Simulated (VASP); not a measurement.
# TiTe (P6_3/mmc) in VASP: notebook

The runs below take TiTe through relaxation of shape and atoms at fixed volume, with PBEsol.

Everything below comes from runs of VASP 6.6.1. Logs are shortened: lines on timing, memory, paths and dates and some standing lists are left out, and cuts for length are marked.

**1. The cell of the first run**

Symmetry: P6_3/mmc, No. 194, hexagonal system. The conventional cell has a = 3.646 Å, b = 3.646 Å, c = 7.295 Å, α = 90.00°, β = 90.00°, γ = 120.00°. Ti (site symmetry -3m) has 6 Te at 2.79 Å and 8 Ti at 3.65 Å within 3.7 Å. Within 3.7 Å of Te (site symmetry -6m2) lie 6 Ti at 2.79 Å and 6 Te at 3.65 Å.

**2. Relaxation of shape and atoms at fixed volume, PBEsol (20.99 Å³/atom)**

The input, INCAR:

```
SYSTEM = TiTe
ALGO = Normal
EDIFF = 1E-6
EDIFFG = -0.01
ENCUT = 600
GGA = PS
IBRION = 2
ISIF = 4
ISMEAR = 0
LASPH = .True.
LCHARG = .False.
LREAL = .False.
LWAVE = .False.
NELM = 80
NSW = 50
PREC = Accurate
SIGMA = 0.1
```

The input, KPOINTS:

```
k-points
0
Gamma
  12 12 8
  0 0 0
```

The input, POSCAR:

```
TiTe
1.0
    3.6457252663      0.0000000000      0.0000000000
   -1.8228626332      3.1572906958      0.0000000000
    0.0000000000      0.0000000000      7.2950392833
Ti Te
2 2
Direct
    0.0000000000      0.0000000000      0.0000000000
    0.0000000000      0.0000000000      0.5000000000
    0.3333333333      0.6666666667      0.2500000000
    0.6666666667      0.3333333333      0.7500000000
```

Potentials or basis: VASP PAW PBE potentials, release 64 (Ti_sv, Te).

Run with:

```
cat potpaw_PBE.64/Ti_sv/POTCAR potpaw_PBE.64/Te/POTCAR > POTCAR
mpirun -np 1 vasp_std > vasp.out
```

OUTCAR:

```text
SYSTEM = TiTe
   EDIFF = 1E-6
   EDIFFG = -0.01
   ENCUT = 600
   GGA = PS
   IBRION = 2
   ISIF = 4
   ISMEAR = 0
   LASPH = .True.
   LREAL = .False.
   NELM = 80
   NSW = 50
   PREC = Accurate

 ion  position               nearest neighbor table
   1  0.000  0.000  0.000-   3 2.79   4 2.79   3 2.79   4 2.79   4 2.79   3 2.79
   2  0.000  0.000  0.500-   3 2.79   4 2.79   3 2.79   4 2.79   4 2.79   3 2.79
   3  0.333  0.667  0.250-   1 2.79   2 2.79   1 2.79   2 2.79   1 2.79   2 2.79
   4  0.667  0.333  0.750-   1 2.79   2 2.79   1 2.79   2 2.79   1 2.79   2 2.79

  LATTYP: Found a hexagonal cell.
 ALAT       =     3.6457252663
 C/A-ratio  =     2.0009843722

  Lattice vectors:

 A1 = (   3.6457252663,   0.0000000000,   0.0000000000)
 A2 = (  -1.8228626332,   3.1572906958,   0.0000000000)
 A3 = (   0.0000000000,   0.0000000000,   7.2950392833)

Analysis of symmetry for initial positions (statically):
=====================================================================
 Subroutine PRICEL returns:
 Original cell was already a primitive cell.

 Routine SETGRP: Setting up the symmetry group for a
 hexagonal supercell.

 Subroutine GETGRP returns: Found 24 space group operations
 (whereof 12 operations were pure point group operations)
 out of a pool of 24 trial point group operations.

The static configuration has the point symmetry D_3d.
 The point group associated with its full space group is D_6h.

Analysis of symmetry for dynamics (positions and initial velocities):
=====================================================================
 Subroutine PRICEL returns:
 Original cell was already a primitive cell.

 Routine SETGRP: Setting up the symmetry group for a
 hexagonal supercell.

 Subroutine GETGRP returns: Found 24 space group operations
 (whereof 12 operations were pure point group operations)
 out of a pool of 24 trial point group operations.

The dynamic configuration has the point symmetry D_3d.
 The point group associated with its full space group is D_6h.

 Subroutine INISYM returns: Found 24 space group operations
 (whereof 12 operations are pure point group operations),
 and found     1 'primitive' translations

----------------------------------------------------------------------------------------

                                     Primitive cell

  volume of cell :      83.9704

  direct lattice vectors                    reciprocal lattice vectors
     3.645725266  0.000000000  0.000000000     0.274293845  0.158363625  0.000000000
    -1.822862633  3.157290696  0.000000000     0.000000000  0.316727250  0.000000000
[... 102 lines left out ...]
   EMIN   =  10.00;   EMAX   =-10.00  energy-range for DOS
   EFERMI =   0.00;   METHOD = LEGACY
   ISMEAR =     0;   SIGMA  =   0.10  broadening in eV -4-tet -1-fermi 0-gaus
   EFERMI_NEDOS =   21; number of points for ismear=-14 and -15
   IALGO  =     38    algorithm
   IMIX   =      4    mixing-type and parameters
     AMIX     =   0.40;   BMIX     =  1.00
     AMIX_MAG =   1.60;   BMIX_MAG =  1.00
  volume/ion in A,a.u.               =      20.99       141.67
  Fermi-wavevector in a.u.,A,eV,Ry     =   1.234431  2.332737 20.732841  1.523821
  Thomas-Fermi vector in A             =   2.369122
   LORBIT       =      0    0 simple, 1 ext, 2 COOP (PROOUT), +10 PAW based schemes
   GGA     = PS    functional components
   LHFCALC =     F    Hartree Fock is set to
   AEXX    =    0.0000 exact exchange contribution
   IVDW    =     0    specifies the selected vdW correction
   LEPSILON=     F    determine dielectric tensor
   LRPA    =     F    only Hartree local field effects (RPA)
 conjugate gradient relaxation of ions
 non-spin polarized calculation
 Gauss-broadening in eV      SIGMA  =   0.10
  energy-cutoff  :      600.00
  volume of cell :       83.97
 maximum number of plane-waves:      2837
 NGX is ok and might be reduce to    30
   NGX = 15   NGY = 15   NGZ = 29

--------------------------------------- Ionic step        1  -------------------------------------------

 number of electron      36.0000001 magnetization

 Free energy of the ion-electron system (eV)
  ---------------------------------------------------
  ext. energy  EPLUGINS =         0.00000000
  ---------------------------------------------------
  free energy    TOTEN  =       -26.47460434 eV

  energy without entropy =      -26.45980720  energy(sigma->0) =      -26.46720577

------------------------ aborting loop because EDIFF is reached ----------------------------------------

  FORCE on cell =-STRESS in cart. coord.  units (eV):
  Direction    XX          YY          ZZ          XY          YZ          ZX
  --------------------------------------------------------------------------------------
  -------------------------------------------------------------------------------------
  Total       -1.2919082     -1.2919082     -1.6983438      0.0000000      0.0000000      0.0000000
  in kB      -24.6499525    -24.6499525    -32.4048525      0.0000000      0.0000000      0.0000000
  external PRESSURE =     -27.2349192 kB  Pullay stress =       0.0000000 kB
[... 63 lines left out ...]
--------------------------------------- Ionic step        3  -------------------------------------------

 number of electron      36.0000003 magnetization

 Free energy of the ion-electron system (eV)
  ---------------------------------------------------
  ext. energy  EPLUGINS =         0.00000000
  ---------------------------------------------------
  free energy    TOTEN  =       -26.47591436 eV

  energy without entropy =      -26.46058572  energy(sigma->0) =      -26.46825004

 E-fermi :   9.5962     XC(G=0): -11.0782

 val. band max:        9.5941934531   @ k =   0.0833   0.0833   0.1250
 cond. band min:       9.6064589763   @ k =   0.0000   0.0000   0.1250
 fundamental gap:      0.0122655232
 Fermi energy:         9.5961725615

 k-point     1 :       0.0000    0.0000    0.0000
  band No.  band energies     occupation
      1     -47.5040      2.00000
      2     -47.5009      2.00000
      3     -23.9619      2.00000
      4     -23.9053      2.00000
      5     -23.8681      2.00000
      6     -23.8681      2.00000
[... 589 lines left out ...]
     21      10.6039      0.00000
     22      10.9293      0.00000

 [... further k-points ...]

------------------------ aborting loop because EDIFF is reached ----------------------------------------

  FORCE on cell =-STRESS in cart. coord.  units (eV):
  Direction    XX          YY          ZZ          XY          YZ          ZX
  --------------------------------------------------------------------------------------
  -------------------------------------------------------------------------------------
  Total       -1.3218518     -1.3218518     -1.3806879      0.0000000      0.0000000      0.0000000
  in kB      -25.2212842    -25.2212842    -26.3438932      0.0000000      0.0000000      0.0000000
  external PRESSURE =     -25.5954872 kB  Pullay stress =       0.0000000 kB
[... 19 lines left out ...]
  FREE ENERGIE OF THE ION-ELECTRON SYSTEM (eV)
  ---------------------------------------------------
  free  energy   TOTEN  =       -26.4759143575 eV

  energy  without entropy=      -26.4605857206  energy(sigma->0) =      -26.46825004

 reached required accuracy - stopping structural energy minimisation
```

OSZICAR:

```text
N       E                     dE             d eps       ncg     rms          rms(c)
DAV:   1     0.393261651296E+03    0.39326E+03   -0.18639E+04  4180   0.188E+03
[... 21 lines left out ...]
       N       E                     dE             d eps       ncg     rms          rms(c)
DAV:   1    -0.264769299224E+02   -0.13185E-02   -0.67053E-02  4564   0.318E+00    0.261E-01
DAV:   2    -0.264762633227E+02    0.66660E-03   -0.47250E-03  4410   0.524E-01    0.137E-01
DAV:   3    -0.264759173196E+02    0.34600E-03   -0.91081E-04  5508   0.234E-01    0.127E-02
DAV:   4    -0.264759155737E+02    0.17459E-05   -0.80122E-05  5030   0.680E-02    0.781E-03
DAV:   5    -0.264759142291E+02    0.13446E-05   -0.50868E-06  4562   0.153E-02    0.287E-03
DAV:   6    -0.264759143575E+02   -0.12834E-06   -0.79089E-07  3250   0.809E-03
   3 F= -.26475914E+02 E0= -.26468250E+02  d E =-.131002E-02
```

CONTCAR:

```text
TiTe
   1.00000000000000
     3.6558609714661237    0.0000000000015264    0.0000000000000000
    -1.8279304857818790    3.1660684739601015    0.0000000000000000
     0.0000000000000000    0.0000000000000000    7.2546450397478619
  Ti              Te
     2     2
Direct
     0.0000000000000000    1.0000000000000000    0.0000000000000000
     0.0000000000000000    0.0000000000000000    0.5000000000000000
     0.3333333332999970    0.6666666667000030    0.2500000000000000
     0.6666666667000030    0.3333333332999970    0.7500000000000000

  0.00000000E+00  0.00000000E+00  0.00000000E+00
  0.00000000E+00  0.00000000E+00  0.00000000E+00
  0.00000000E+00  0.00000000E+00  0.00000000E+00
  0.00000000E+00  0.00000000E+00  0.00000000E+00
```

Wall time 9.6 min (1 thread of Intel Xeon 8259CL, shared host); peak memory 0.38 GiB.

Results:

```
Free energy               : -26.4759 eV
Energy gained by relaxing : 0.3 meV/atom
Ionic steps               : 3
Pressure after relaxing   : -2.6 GPa
Band gap on the k mesh    : zero (bands 18 and 19 overlap by 0.20 eV)
```

The path:
```csv
step,energy change (eV),largest force (eV/Å),pressure (GPa),volume (Å³)
1,0.0000,0.0000,-2.72,83.97
2,-0.0010,0.0000,-2.63,83.97
3,-0.0013,0.0000,-2.56,83.97
```

Final structure:
```cif
data_structure
_symmetry_space_group_name_H-M 'P 1'
_symmetry_Int_Tables_number 1
_cell_length_a 3.6559
_cell_length_b 3.6559
_cell_length_c 7.2546
_cell_angle_alpha 90.000
_cell_angle_beta 90.000
_cell_angle_gamma 120.000
_cell_volume 83.97
loop_
_atom_site_label
_atom_site_type_symbol
_atom_site_fract_x
_atom_site_fract_y
_atom_site_fract_z
_atom_site_occupancy
Ti1 Ti 0.00000 0.00000 0.00000 1
Ti2 Ti 0.00000 0.00000 0.50000 1
Te1 Te 0.33333 0.66667 0.25000 1
Te2 Te 0.66667 0.33333 0.75000 1
```

Caveat: the PAW data sets were made with another functional, which shifts forces and pressure a little; spin-orbit coupling is left out, which moves the levels of the heavy elements.

**3. Relaxation of shape and atoms at fixed volume, PBEsol (21.60 Å³/atom)**

This run uses another cell than the first one, of 21.60 Å³/atom.

The input, INCAR:

```
SYSTEM = TiTe
PREC = Accurate
ENCUT = 600
EDIFF = 1E-7
ISMEAR = 0
SIGMA = 0.1
LREAL = .False.
LASPH = .True.
NELM = 100
ALGO = Normal
ISIF = 4
LWAVE = .False.
LCHARG = .False.
GGA = PS
IBRION = 2
NSW = 50
EDIFFG = -0.01
```

The input, KPOINTS:

```
regular mesh
0
Gamma
  12 12 8
  0 0 0
```

The input, POSCAR:

```
TiTe
1.0
    3.6935644098      0.0000000000      0.0000000000
   -1.8467822049      3.1987206094      0.0000000000
    0.0000000000      0.0000000000      7.3143004849
Ti Te
2 2
Direct
    0.0000000000      0.0000000000      0.0000000000
    0.0000000000      0.0000000000      0.5000000000
    0.3333333333      0.6666666667      0.2500000000
    0.6666666667      0.3333333333      0.7500000000
```

Potentials or basis: VASP PAW PBE potentials, release 64 (Ti_sv, Te).

Run with:

```
cat potpaw_PBE.64/Ti_sv/POTCAR potpaw_PBE.64/Te/POTCAR > POTCAR
mpirun -np 1 vasp_std > vasp.out
```

It took 13 min on 1 thread of Intel Xeon 8259CL, shared host; peak memory 0.38 GiB.

Results (log left out):

| Quantity | Value |
| --- | --- |
| Free energy | -26.4207 eV |
| Energy gained by relaxing | 0.3 meV/atom |
| Ionic steps | 3 |
| Pressure after relaxing | -4.7 GPa |
| Band gap on the k mesh | zero (bands 18 and 19 overlap by 0.22 eV) |

Step by step:
```tsv
step	energy change (eV)	largest force (eV/Å)	pressure (GPa)	volume (Å³)
1	0.0000	0.0000	-4.91	86.42
2	-0.0009	0.0000	-4.83	86.42
3	-0.0013	0.0000	-4.74	86.42
```

Final structure:
```cif
data_structure
_symmetry_space_group_name_H-M 'P 1'
_symmetry_Int_Tables_number 1
_cell_length_a 3.7053
_cell_length_b 3.7053
_cell_length_c 7.2681
_cell_angle_alpha 90.000
_cell_angle_beta 90.000
_cell_angle_gamma 120.000
_cell_volume 86.42
loop_
_atom_site_label
_atom_site_type_symbol
_atom_site_fract_x
_atom_site_fract_y
_atom_site_fract_z
_atom_site_occupancy
Ti1 Ti 0.00000 0.00000 0.00000 1
Ti2 Ti 0.00000 0.00000 0.50000 1
Te1 Te 0.33333 0.66667 0.25000 1
Te2 Te 0.66667 0.33333 0.75000 1
```

Levels at points of the mesh, in eV from the Fermi level:
```tsv
k point	band 15	band 16	band 17	band 18	band 19	band 20	band 21	band 22
(0.00, 0.00, 0.00)	-1.60	-0.16	-0.16	-0.09	-0.09	-0.03	-0.03	0.73
(0.50, 0.00, 0.00)	-3.13	-2.08	-1.50	-0.72	0.41	1.15	1.28	1.40
(0.00, 0.00, 0.50)	-1.89	-1.89	0.07	0.07	0.25	0.25	0.25	0.25
(0.50, 0.00, 0.50)	-2.72	-2.72	-1.00	-1.00	1.21	1.21	1.29	1.29
```

Caveat: the PAW data sets were made with another functional, which shifts forces and pressure a little; spin-orbit coupling is left out, which moves the levels of the heavy elements.
